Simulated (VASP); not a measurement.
# Sn4O7 (a cell with a defect) in VASP: further runs

Runs on Sn4O7 (a cell with a defect). Level: PBE+D3(BJ). Tasks: single point.

All numbers are computed with VASP 6.6.1; they aren't measurements. Logs are shortened: lines on timing, memory, paths and dates and some standing lists are left out, and cuts for length are marked.

**1. The cell of the first run**

The cell holds a defect, 11 atoms: a = 5.692 Å, b = 5.692 Å, c = 5.692 Å, α = 69.33°, β = 69.33°, γ = 69.33°.

**2. Single point, PBE+D3(BJ)**

File INCAR:

```
PREC = Accurate
ENCUT = 520
EDIFF = 1E-6
ISMEAR = 0
SIGMA = 0.05
LREAL = F
LASPH = T
NELM = 100
ALGO = Normal
ISIF = 2
LWAVE = F
LCHARG = T
GGA = PE
IVDW = 12
LVHAR = T
NBANDS = 60
NELECT = 96.0
KPAR = 4
```

File KPOINTS:

```
Automatic mesh
0
Gamma
  6 6 6
```

File POSCAR:

```
Sn4O7
1.0
   -3.2376496260     -1.8692578831      4.2923370236
    3.2376496260     -1.8692578831      4.2923370236
    0.0000000000      3.7385157663      4.2923370236
Sn O
4 7
Direct
    0.5000000000      0.5000000000      0.5000000000
    0.0000000000      0.0000000000      0.5000000000
    0.0000000000      0.5000000000      0.0000000000
    0.5000000000      0.0000000000      0.0000000000
    0.7436146560      0.7436146560      0.2436146560
    0.7436146560      0.2436146560      0.7436146560
    0.2436146560      0.7436146560      0.7436146560
    0.7563853440      0.7563853440      0.7563853440
    0.2563853440      0.2563853440      0.7563853440
    0.2563853440      0.7563853440      0.2563853440
    0.8575612515      0.1914134745      0.2554108639
```

Potentials or basis: VASP PAW PBE potentials, release 64 (Sn_d, O).

The run is started by

```console
> cat potpaw_PBE.64/Sn_d/POTCAR potpaw_PBE.64/O/POTCAR > POTCAR
> mpirun -np 4 vasp_std > vasp.out
```

OUTCAR:

```text
PREC = Accurate
   ENCUT = 520
   EDIFF = 1E-6
   ISMEAR = 0
   LREAL = F
   LASPH = T
   NELM = 100
   ISIF = 2
   GGA = PE
   IVDW = 12
   NELECT = 96.0
 IVDW          = 12

 ion  position               nearest neighbor table
   1  0.500  0.500  0.500-   6 2.12   7 2.12  10 2.12   9 2.12   5 2.12  11 2.52   2 3.24   2 3.24
                             3 3.24   4 3.24   4 3.24   3 3.24
   2  0.000  0.000  0.500-  11 1.70   7 2.12  10 2.12   6 2.12   8 2.12   1 3.24   1 3.24   3 3.24
                             3 3.24   4 3.24   4 3.24
   3  0.000  0.500  0.000-  11 2.06   8 2.12   9 2.12   5 2.12   7 2.12   4 3.24   4 3.24   2 3.24
                             1 3.24   1 3.24   2 3.24
   4  0.500  0.000  0.000-   5 2.12   8 2.12   9 2.12   6 2.12  10 2.12   3 3.24   3 3.24   1 3.24
                             1 3.24   2 3.24   2 3.24
   5  0.744  0.744  0.244-   3 2.12   4 2.12   1 2.12
   6  0.744  0.244  0.744-   1 2.12   2 2.12   4 2.12
   7  0.244  0.744  0.744-   1 2.12   2 2.12   3 2.12
   8  0.756  0.756  0.756-   3 2.12   4 2.12   2 2.12
   9  0.256  0.256  0.756-   3 2.12   4 2.12   1 2.12
  10  0.256  0.756  0.256-   1 2.12   2 2.12   4 2.12
  11  0.858  0.191  0.255-   2 1.70   3 2.06   1 2.52

  LATTYP: Found a trigonal (rhomboedric) cell.
 ALAT       =     5.6921575223
 COS(alpha) =     0.3529529344

  Lattice vectors:

 A1 = (  -3.2376496260,  -1.8692578831,   4.2923370236)
 A2 = (   3.2376496260,  -1.8692578831,   4.2923370236)
 A3 = (   0.0000000000,   3.7385157663,   4.2923370236)

Analysis of symmetry for initial positions (statically):
=====================================================================
 Subroutine PRICEL returns:
 Original cell was already a primitive cell.

 Routine SETGRP: Setting up the symmetry group for a
 trigonal (rhombohedral) supercell.

 Subroutine GETGRP returns: Found  1 space group operations
 (whereof  1 operations were pure point group operations)
 out of a pool of 12 trial point group operations.

The static configuration has the point symmetry C_1 .

Analysis of symmetry for dynamics (positions and initial velocities):
=====================================================================
 Subroutine PRICEL returns:
 Original cell was already a primitive cell.

 Routine SETGRP: Setting up the symmetry group for a
 trigonal (rhombohedral) supercell.

 Subroutine GETGRP returns: Found  1 space group operations
 (whereof  1 operations were pure point group operations)
 out of a pool of 12 trial point group operations.

The dynamic configuration has the point symmetry C_1 .

 Subroutine INISYM returns: Found  1 space group operations
 (whereof  1 operations are pure point group operations),
 and found     1 'primitive' translations

----------------------------------------------------------------------------------------

                                     Primitive cell

  volume of cell :     155.8634

  direct lattice vectors                    reciprocal lattice vectors
    -3.237649626 -1.869257883  4.292337024    -0.154433017 -0.089161944  0.077657773
     3.237649626 -1.869257883  4.292337024     0.154433017 -0.089161944  0.077657773
     0.000000000  3.738515766  4.292337024     0.000000000  0.178323888  0.077657773

  length of vectors
     5.692157522  5.692157522  5.692157522     0.194499714  0.194499714  0.194499714

  position of ions in fractional coordinates (direct lattice)
     0.500000000  0.500000000  0.500000000
     1.000000000  1.000000000  0.500000000
     1.000000000  0.500000000  1.000000000
     0.500000000  1.000000000  1.000000000
     0.743614656  0.743614656  0.243614656
     0.743614656  0.243614656  0.743614656
     0.243614656  0.743614656  0.743614656
     0.756385344  0.756385344  0.756385344
     0.256385344  0.256385344  0.756385344
     0.256385344  0.756385344  0.256385344
     0.857561252  0.191413475  0.255410864

  ion indices of the primitive-cell ions
   primitive index   ion index
                 1           1
                 2           2
                 3           3
                 4           4
                 5           5
                 6           6
                 7           7
                 8           8
                 9           9
                10          10
                11          11

----------------------------------------------------------------------------------------

 KPOINTS: Automatic mesh

Automatic generation of k-mesh.
 Grid dimensions read from file:
 generate k-points for:    6    6    6

 Generating k-lattice:

  Cartesian coordinates                     Fractional coordinates (reciprocal lattice)
    -0.025738836 -0.014860324  0.012942962     0.166666667 -0.000000000 -0.000000000
     0.025738836 -0.014860324  0.012942962    -0.000000000  0.166666667 -0.000000000
     0.000000000  0.029720648  0.012942962     0.000000000  0.000000000  0.166666667

  Length of vectors
     0.032416619  0.032416619  0.032416619

  Shift w.r.t. Gamma in fractional coordinates (k-lattice)
     0.000000000  0.000000000  0.000000000

 Subroutine IBZKPT returns following result:
 ===========================================

 Found    112 irreducible k-points:

 Following reciprocal coordinates:
            Coordinates               Weight
  0.000000  0.000000  0.000000      1.000000
  0.166667  0.000000  0.000000      2.000000
  0.000000  0.166667  0.000000      2.000000
  0.000000  0.000000  0.166667      2.000000
  0.333333  0.000000  0.000000      2.000000
  0.000000  0.333333  0.000000      2.000000
[... 16 lines left out ...]
 -0.166667  0.500000  0.000000      2.000000
  0.166667  0.000000  0.500000      2.000000
 [... further k-points ...]
   k-points           NKPTS =    112   k-points in BZ     NKDIM =    112   number of bands    NBANDS=     60
   number of dos      NEDOS =    301   number of ions     NIONS =     11
   total plane-waves  NPLWV =  74088
   dimension x,y,z NGX =    42 NGY =   42 NGZ =   42
   dimension x,y,z NGXF=    84 NGYF=   84 NGZF=   84
   ions per type =               4   7
   NGX,Y,Z   is equivalent  to a cutoff of  12.27, 12.27, 12.27 a.u.
   NGXF,Y,Z  is equivalent  to a cutoff of  24.53, 24.53, 24.53 a.u.
 SYSTEM =  unknown system
   PREC   = accura    normal or accurate (medium, high low for compatibility)
   ISTART =      0    job   : 0-new  1-cont  2-samecut
   ICHARG =      2    charge: 1-file 2-atom 10-const
   ISPIN  =      1    spin polarized calculation?
   LNONCOLLINEAR =      F non collinear calculations
   LSORBIT =      F    spin-orbit coupling
   LASPH  =      T    aspherical Exc in radial PAW
   ENCUT  =  520.0 eV  38.22 Ry    6.18 a.u.  10.58 10.58 10.58*2*pi/ulx,y,z
   NELM   =    100;   NELMIN=  2; NELMDL= -5     # of ELM steps
   EDIFF  = 0.1E-05   stopping-criterion for ELM
   LREAL  =      F    real-space projection
   EDIFFG = 0.1E-04   stopping-criterion for IOM
   NSW    =      0    number of steps for IOM
   IBRION =     -1    ionic relax: 0-MD 1-quasi-New 2-CG
   NFREE  =      0    steps in history (QN), initial steepest desc. (CG)
   ISIF   =      2    stress and relaxation
   ISYM   =      2    0-nonsym 1-usesym 2-fastsym
   POTIM  = 0.5000    time-step for ionic-motion
   TEBEG  =    0.0;   TEEND  =   0.0 temperature during run
   PSTRESS=    0.0 pullay stress
   NELECT =      96.0000    total number of electrons
   NUPDOWN=      -1.0000    fix difference up-down
   EMIN   =  10.00;   EMAX   =-10.00  energy-range for DOS
   EFERMI =   0.00;   METHOD = LEGACY
   ISMEAR =     0;   SIGMA  =   0.05  broadening in eV -4-tet -1-fermi 0-gaus
   EFERMI_NEDOS =   21; number of points for ismear=-14 and -15
   IALGO  =     38    algorithm
   IMIX   =      4    mixing-type and parameters
     AMIX     =   0.40;   BMIX     =  1.00
     AMIX_MAG =   1.60;   BMIX_MAG =  1.00
  volume/ion in A,a.u.               =      14.17        95.62
  Fermi-wavevector in a.u.,A,eV,Ry     =   1.392891  2.632183 26.397288  1.940146
  Thomas-Fermi vector in A             =   2.516590
   LORBIT       =      0    0 simple, 1 ext, 2 COOP (PROOUT), +10 PAW based schemes
   GGA     = PE    functional components
   LHFCALC =     F    Hartree Fock is set to
   AEXX    =    0.0000 exact exchange contribution
   IVDW    =    12    specifies the selected vdW correction
   LEPSILON=     F    determine dielectric tensor
   LRPA    =     F    only Hartree local field effects (RPA)
 non-spin polarized calculation
 Gauss-broadening in eV      SIGMA  =   0.05
  energy-cutoff  :      520.00
  volume of cell :      155.86
 maximum number of plane-waves:      4214
   NGX = 21   NGY = 21   NGZ = 21

 number of electron      95.9999994 magnetization

 Free energy of the ion-electron system (eV)
  ---------------------------------------------------
  ext. energy  EPLUGINS =         0.00000000
  ---------------------------------------------------
  free energy    TOTEN  =       -74.07970289 eV

  energy without entropy =      -74.07940733  energy(sigma->0) =      -74.07955511

 E-fermi :   4.8592     XC(G=0): -10.1440

 val. band max:        4.7947985176   @ k =   0.1667  -0.0000  -0.1667
 cond. band min:       4.8846070972   @ k =   0.0000   0.0000   0.0000
 fundamental gap:      0.0898085796
 Fermi energy:         4.8591699147

 k-point     1 :       0.0000    0.0000    0.0000
  band No.  band energies     occupation
      1     -17.2016      2.00000
      2     -16.2899      2.00000
      3     -16.1080      2.00000
      4     -15.7570      2.00000
      5     -15.6005      2.00000
      6     -15.5294      2.00000
[... 52 lines left out ...]
     59      13.8134      0.00000
     60      14.8123      0.00000

 k-point     2 :       0.1667    0.0000    0.0000
  band No.  band energies     occupation
      1     -17.1949      2.00000
      2     -16.2499      2.00000
      3     -16.0781      2.00000
      4     -15.7509      2.00000
      5     -15.5983      2.00000
      6     -15.5282      2.00000
[... 52 lines left out ...]
     59      13.7630      0.00000
     60      14.7251      0.00000

 k-point     3 :       0.0000    0.1667    0.0000
  band No.  band energies     occupation
      1     -17.1792      2.00000
      2     -16.2486      2.00000
      3     -16.0749      2.00000
      4     -15.7797      2.00000
      5     -15.6067      2.00000
      6     -15.5402      2.00000
[... 1312 lines left out ...]
     59      13.7003      0.00000
     60      14.3295      0.00000

 k-point    24 :       0.1667    0.0000    0.5000
  band No.  band energies     occupation
      1     -17.1161      2.00000
      2     -16.0713      2.00000
      3     -15.9077      2.00000
      4     -15.8418      2.00000
      5     -15.7446      2.00000
      6     -15.6238      2.00000
[... 52 lines left out ...]
     59      13.7223      0.00000
     60      14.2395      0.00000

 [... further k-points ...]

------------------------ aborting loop because EDIFF is reached ----------------------------------------

 Edisp (eV)   -2.20598

 E8    (eV) :    -0.8922

  FORCE on cell =-STRESS in cart. coord.  units (eV):
  Direction    XX          YY          ZZ          XY          YZ          ZX
  --------------------------------------------------------------------------------------
  -------------------------------------------------------------------------------------
  Total     -11.94491   -14.14414   -23.10845    -4.45610     5.29194    -6.34684
  in kB    -122.78615  -145.39285  -237.54032   -45.80594    54.39782   -65.24153
  external pressure =     -168.57 kB  Pullay stress =        0.00 kB

 VOLUME and BASIS-vectors are now :
 -----------------------------------------------------------------------------
  energy-cutoff  :      520.00
  volume of cell :      155.86
      direct lattice vectors                 reciprocal lattice vectors
    -3.237649626 -1.869257883  4.292337024    -0.154433017 -0.089161944  0.077657773
     3.237649626 -1.869257883  4.292337024     0.154433017 -0.089161944  0.077657773
     0.000000000  3.738515766  4.292337024     0.000000000  0.178323888  0.077657773

 POSITION                                       TOTAL-FORCE (eV/Angst)
 -----------------------------------------------------------------------------------
      0.00000      0.00000      6.43851         0.268665      0.295093      1.781672
      0.00000      1.86926      2.14617        -7.273902      9.189667      4.147667
      1.61882     -0.93463      2.14617         2.328116     -2.217153     -1.080480
     -1.61882     -0.93463      2.14617        -2.524191     -1.528204     -1.927816
      0.00000     -1.86926      7.42937        -0.546439      0.586115     -0.171027
     -1.61882      0.93463      7.42937         0.626710      0.073917      0.197194
      1.61882      0.93463      7.42937        -0.098077     -0.121396      0.238904
      0.00000      0.00000      9.73998        -0.050141      0.389201      0.232734
      0.00000      1.86926      5.44765        -0.149843      0.723958      0.342216
      1.61882     -0.93463      5.44765        -0.269625     -0.632639      0.350954
     -2.15675     -1.00595      5.59886         7.688727     -6.758558     -4.112017
 -----------------------------------------------------------------------------------
    total drift:                                0.000328      0.000256      0.000492

  FREE ENERGIE OF THE ION-ELECTRON SYSTEM (eV)
  ---------------------------------------------------
  free  energy   TOTEN  =       -76.2856862144 eV

  energy  without entropy=      -76.2853906535  energy(sigma->0) =      -76.28553843
```

It took 5.2 min on 4 MPI ranks of Intel Xeon Platinum 8259CL at 2.50GHz (Skylake/Cascade Lake), shared host; peak memory 0.77 GiB.

What came out:

```
Free energy                : -76.2857 eV
Largest force              : 12.432 eV/Å
Dispersion energy per atom : -0.201 eV
```

Forces on the atoms (eV/Å):
```
Sn   0.269  0.295  1.782
Sn  -7.274  9.190  4.148
Sn   2.328 -2.217 -1.080
Sn  -2.524 -1.528 -1.928
O   -0.546  0.586 -0.171
O    0.627  0.074  0.197
O   -0.098 -0.121  0.239
O   -0.050  0.389  0.233
O   -0.150  0.724  0.342
O   -0.270 -0.633  0.351
O    7.689 -6.759 -4.112
```

Caveat: the cell carries a net charge on a neutralising background, which shifts energy and pressure; the cell differs from its parent crystal (atoms taken out, atom 11 moved 0.167 of the way to it and -0.333 Å across, host rigid); the cell is charged against a uniform background, so pressure and absolute levels hang on convention; spin-orbit coupling is left out, which moves the levels of the heavy elements.

**3. Single point, PBE+D3(BJ)**

File INCAR:

```
PREC = Accurate ; ENCUT = 520
EDIFF = 1E-7 ; ISMEAR = 0
SIGMA = 0.05 ; LREAL = F
LASPH = T ; NELM = 100
ALGO = Normal ; ISIF = 2
LWAVE = F ; LCHARG = F
GGA = PE ; IVDW = 12
NBANDS = 60 ; NELECT = 96.0
KPAR = 4
```

File KPOINTS:

```
regular mesh
0
Gamma
  6 6 6
```

Changes to POSCAR since step 2:

```diff
@@ -18,2 +18,2 @@
     0.2563853440      0.7563853440      0.2563853440
-    0.8575612515      0.1914134745      0.2554108639
+    0.6951189989      0.1956712219      0.2596686113
```

Potentials or basis: VASP PAW PBE potentials, release 64 (Sn_d, O).

The run is started by

```console
> cat potpaw_PBE.64/Sn_d/POTCAR potpaw_PBE.64/O/POTCAR > POTCAR
> mpirun -np 4 vasp_std > vasp.out
```

Wall time 6.4 min (4 MPI ranks of Intel Xeon Platinum 8259CL at 2.50GHz (Skylake/Cascade Lake), shared host); peak memory 0.77 GiB.

The run converged. Its results:

```
Free energy                : -76.3609 eV
Largest force              : 3.281 eV/Å
Dispersion energy per atom : -0.201 eV
```

Forces on the atoms (eV/Å):
```
Sn  -0.555 -0.109  0.315
Sn   0.464  2.443 -1.985
Sn   2.128 -1.024 -1.703
Sn  -2.060 -1.258 -1.103
O   -1.128  0.519 -0.292
O   -0.017 -0.870  0.075
O   -0.101 -0.039  0.155
O   -0.173  0.227  0.288
O    0.094  1.518  0.509
O    1.099 -0.732  0.539
O    0.249 -0.675  3.201
```

Levels at points of the mesh, in eV from the Fermi level:
```csv
k point,band 44,band 45,band 46,band 47,band 48,band 49,band 50,band 51,band 52,band 53
"(0.00, 0.00, 0.00)",-0.78,-0.62,-0.56,-0.21,-0.16,0.09,2.93,3.23,3.69,5.05
"(0.50, 0.00, 0.00)",-0.68,-0.48,-0.36,-0.27,-0.09,0.62,1.87,3.13,4.44,5.51
"(0.00, 0.50, 0.00)",-0.85,-0.77,-0.59,-0.22,-0.06,0.46,2.07,3.56,4.48,5.86
"(0.00, 0.00, 0.50)",-0.86,-0.76,-0.54,-0.16,-0.05,0.44,2.15,3.31,4.35,5.73
"(0.50, 0.50, 0.00)",-1.45,-0.85,-0.65,-0.38,-0.22,1.17,2.11,3.02,4.65,5.78
"(0.50, 0.00, 0.50)",-1.42,-0.77,-0.62,-0.33,-0.17,0.92,2.18,3.08,4.56,5.99
"(0.00, 0.50, 0.50)",-1.34,-0.95,-0.79,-0.51,-0.22,0.85,2.44,3.09,4.62,6.04
"(0.50, 0.50, 0.50)",-1.29,-1.25,-1.18,-0.88,-0.61,0.87,3.00,3.15,4.24,5.01
```

Caveat: the cell carries a net charge on a neutralising background, which shifts energy and pressure; the cell differs from its parent crystal (atoms taken out, atom 11 moved -0.167 of the way to it and -0.333 Å across, host rigid); the cell is charged against a uniform background, so pressure and absolute levels hang on convention; spin-orbit coupling is left out, which moves the levels of the heavy elements.
